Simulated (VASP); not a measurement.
# Au (P4/nmm) in VASP: a series of runs, part 3 of 3

VASP 6.6.1. The steps go on from the part before.

### 6 Single point, PBEsol (atoms displaced along a vibrational mode)

INCAR reads:

```
ALGO     = Fast           # electronic algorithm
EDIFF    = 1E-7           # SCF threshold, eV
ENCUT    = 520            # plane-wave cutoff, eV
GGA      = PS             # functional
ISIF     = 2              # what is computed and relaxed
ISMEAR   = 0              # smearing method
LASPH    = T              # aspherical terms in the spheres
LCHARG   = F              # write CHGCAR
LREAL    = F              # projectors in reciprocal space
LWAVE    = F              # write WAVECAR
NBANDS   = 18             # bands
NELM     = 60             # most SCF steps
PREC     = Accurate       # precision mode
SIGMA    = 0.15           # smearing width, eV
```

KPOINTS reads:

```
k-points
0
Gamma
  16 16 12
```

POSCAR reads:

```
Au
1.0
    0.0000000000     -2.0455000000     -2.0455000000
    0.0000000000      2.0455000000     -2.0455000000
    4.0910000000      0.0000000000      0.0000000000
Au
2
Direct
    0.5000000000      0.5000000000      0.5305548766
    0.0000000000      0.0000000000     -0.0305548766
```

Potentials or basis: VASP PAW PBE potentials, release 64 (Au).

Command:

```
$ cat potpaw_PBE.64/Au/POTCAR > POTCAR
$ mpirun -np 1 vasp_std > vasp.out
```

It took 3.6 min on 1 thread of Intel Xeon 8259CL, shared host; peak memory 0.27 GiB.

It converged, with:

| Quantity | Value |
| --- | --- |
| Free energy | -7.6016 eV |
| Pressure | 4.8 GPa |
| Largest force | 2.055 eV/Å |
| Band gap on the k mesh | zero (bands 11 and 12 overlap by 6.93 eV) |

Forces on the atoms (eV/Å):
```
Au  -2.055  0.000  0.000
Au   2.055  0.000  0.000
```

Stress tensor (GPa, compression positive):
```
4.30 0.00 0.00
0.00 5.05 0.00
0.00 0.00 5.05
```

Levels at points of the mesh, in eV from the Fermi level:
| k point | band 9 | band 10 | band 11 | band 12 | band 13 | band 14 |
| --- | --- | --- | --- | --- | --- | --- |
| (0.00, 0.00, 0.00) | -1.92 | -1.65 | -1.65 | 1.30 | 5.48 | 9.97 |
| (0.50, 0.00, 0.00) | -2.71 | -2.71 | -0.33 | -0.33 | 7.78 | 7.78 |
| (0.50, 0.50, 0.00) | -1.67 | -1.67 | 1.00 | 1.00 | 5.74 | 5.74 |
| (0.00, 0.00, 0.50) | -3.09 | -2.95 | -2.95 | -2.22 | 13.92 | 14.04 |
| (0.50, 0.00, 0.50) | -1.84 | -1.84 | -0.92 | -0.92 | 2.99 | 2.99 |
| (0.50, 0.50, 0.50) | -1.67 | -1.67 | 4.65 | 4.65 | 5.33 | 5.33 |

Caveat: the cell differs from its parent crystal (atoms displaced along a vibrational mode); the cell stands under pressure; the PAW data sets were made with another functional, which shifts forces and pressure a little; spin-orbit coupling is left out, which moves the levels of the heavy elements.

### 7 Single point, PBEsol (atoms displaced along a vibrational mode)

INCAR reads:

```
ALGO = Fast ; EDIFF = 1E-6
ENCUT = 520 ; GGA = PS
ISIF = 2 ; ISMEAR = 0
LASPH = T ; LCHARG = F
LREAL = F ; LWAVE = F
NBANDS = 18 ; NELM = 80
PREC = Accurate ; SIGMA = 0.15
```

KPOINTS is that of step 6.

POSCAR reads:

```
Au
1.0
    0.0000000000     -2.0455000000     -2.0455000000
    0.0000000000      2.0455000000     -2.0455000000
    4.0910000000      0.0000000000      0.0000000000
Au
2
Direct
    0.5000000000      0.5000000000      0.5183329259
    0.0000000000      0.0000000000     -0.0183329259
```

Potentials or basis: VASP PAW PBE potentials, release 64 (Au).

Command:

```
$ cat potpaw_PBE.64/Au/POTCAR > POTCAR
$ mpirun -np 1 vasp_std > vasp.out
```

OUTCAR:

```text
EDIFF = 1E-6
   ENCUT = 520
   GGA = PS
   ISIF = 2
   ISMEAR = 0
   LASPH = T
   LREAL = F
   NELM = 80
   PREC = Accurate

 ion  position               nearest neighbor table
   1  0.500  0.500  0.518-   2 2.79   2 2.79   2 2.79   2 2.79   2 3.00   2 3.00   2 3.00   2 3.00

   2  0.000  0.000  0.982-   1 2.79   1 2.79   1 2.79   1 2.79   1 3.00   1 3.00   1 3.00   1 3.00

  LATTYP: Found a simple tetragonal cell.
 ALAT       =     2.8927738418
 C/A-ratio  =     1.4142135624

  Lattice vectors:

 A1 = (   0.0000000000,  -2.0455000000,  -2.0455000000)
 A2 = (   0.0000000000,   2.0455000000,  -2.0455000000)
 A3 = (   4.0910000000,   0.0000000000,   0.0000000000)

Analysis of symmetry for initial positions (statically):
=====================================================================
 Subroutine PRICEL returns:
 Original cell was already a primitive cell.

 Routine SETGRP: Setting up the symmetry group for a
 simple tetragonal supercell.

 Subroutine GETGRP returns: Found 16 space group operations
 (whereof  8 operations were pure point group operations)
 out of a pool of 16 trial point group operations.

[... 163 lines left out ...]

  energy without entropy =       -7.75700371  energy(sigma->0) =       -7.75993048

 E-fermi :   9.2061     XC(G=0): -12.8484

 val. band max:        9.2053462588   @ k =   0.5000   0.1875   0.0833
 cond. band min:       9.2169182290   @ k =   0.3750   0.1875   0.5000
 fundamental gap:      0.0115719702
 Fermi energy:         9.2060561152

 k-point     1 :       0.0000    0.0000    0.0000
  band No.  band energies     occupation
      1      -0.6886      2.00000
      2       2.1426      2.00000
      3       2.4257      2.00000
      4       4.5148      2.00000
      5       4.5148      2.00000
      6       4.5828      2.00000
[... 481 lines left out ...]
      5       4.2361      2.00000
      6       4.2361      2.00000
[... 10 lines left out ...]
     17      23.5555      0.00000
     18      23.5555      0.00000

 [... further k-points ...]

------------------------ aborting loop because EDIFF is reached ----------------------------------------

  FORCE on cell =-STRESS in cart. coord.  units (eV):
  Direction    XX          YY          ZZ          XY          YZ          ZX
  --------------------------------------------------------------------------------------
  -------------------------------------------------------------------------------------
  Total        0.1303581      0.2196078      0.2196078      0.0000000      0.0000000      0.0000000
  in kB        6.1008455     10.2777938     10.2777938      0.0000000      0.0000000      0.0000000
  external PRESSURE =       8.8854777 kB  Pullay stress =       0.0000000 kB

 VOLUME and BASIS-vectors are now :
 -----------------------------------------------------------------------------
  energy-cutoff  :      520.00
  volume of cell :       34.23
      direct lattice vectors                 reciprocal lattice vectors
     0.000000000 -2.045500000 -2.045500000     0.000000000 -0.244439012 -0.244439012
     0.000000000  2.045500000 -2.045500000     0.000000000  0.244439012 -0.244439012
     4.091000000  0.000000000  0.000000000     0.244439012  0.000000000  0.000000000

 POSITION                                       TOTAL-FORCE (eV/Angst)
 -----------------------------------------------------------------------------------
      2.12050      0.00000     -2.04550        -1.187032      0.000000      0.000000
      4.01600      0.00000      0.00000         1.187032     -0.000000     -0.000000
 -----------------------------------------------------------------------------------
    total drift:                                0.000000     -0.000000      0.000000

  FREE ENERGIE OF THE ION-ELECTRON SYSTEM (eV)
  ---------------------------------------------------
  free  energy   TOTEN  =        -7.7628572555 eV

  energy  without entropy=       -7.7570037082  energy(sigma->0) =       -7.75993048
```

Wall time 3.2 min (1 thread of Intel Xeon 8259CL, shared host); peak memory 0.27 GiB.

What came out:

```
Free energy            : -7.7629 eV
Pressure               : 0.9 GPa
Largest force          : 1.187 eV/Å
Band gap on the k mesh : zero (bands 11 and 12 overlap by 7.07 eV)
```

Forces in eV/Å, atoms in the order of the input:
```
Au  -1.187  0.000  0.000
Au   1.187  0.000  0.000
```

Caveat: the cell differs from its parent crystal (atoms displaced along a vibrational mode); the PAW data sets were made with another functional, which shifts forces and pressure a little; spin-orbit coupling is left out, which moves the levels of the heavy elements.

### 8 The runs side by side

| cell | further INCAR settings | gap on the mesh (eV) | pressure (GPa) | largest force (eV/Å) |
| --- | --- | --- | --- | --- |
| as given, atomic positions A | ALGO = Fast; EDIFF = 1e-06; NBANDS = 18 | none | 14.5 | 3.57 |
| as given, atomic positions B | ALGO = Fast; EDIFF = 1e-06; NBANDS = 18 | none | 7.5 | 2.53 |
| as given, atomic positions C | ALGO = Fast; EDIFF = 1e-07; NBANDS = 18 | none | 2.6 | 1.61 |
| as given, atomic positions D | ALGO = Fast; EDIFF = 1e-06; NBANDS = 18 | none | 10.8 | 3.03 |
| as given, atomic positions E | ALGO = Fast; EDIFF = 1e-07; NBANDS = 18 | none | 4.8 | 2.05 |
| as given, atomic positions F | ALGO = Fast; EDIFF = 1e-06; NBANDS = 18 | none | 0.9 | 1.19 |

Alike in all rows: task single point; level PBEsol; potentials or basis VASP PAW PBE potentials, release 64 (Au); no spin polarisation; k mesh 16 × 16 × 12; cutoff (eV) 520; smearing gaussian 0.15 eV.

Caveats: the PAW data sets were made with another functional, which shifts forces and pressure a little; spin-orbit coupling is left out, which moves the levels of the heavy elements; the cell stands under pressure (at least some runs).

Absolute energies hang on the potentials; compare differences alone.

The gap in the log of VASP goes by the Fermi energy; the results here count the filled bands.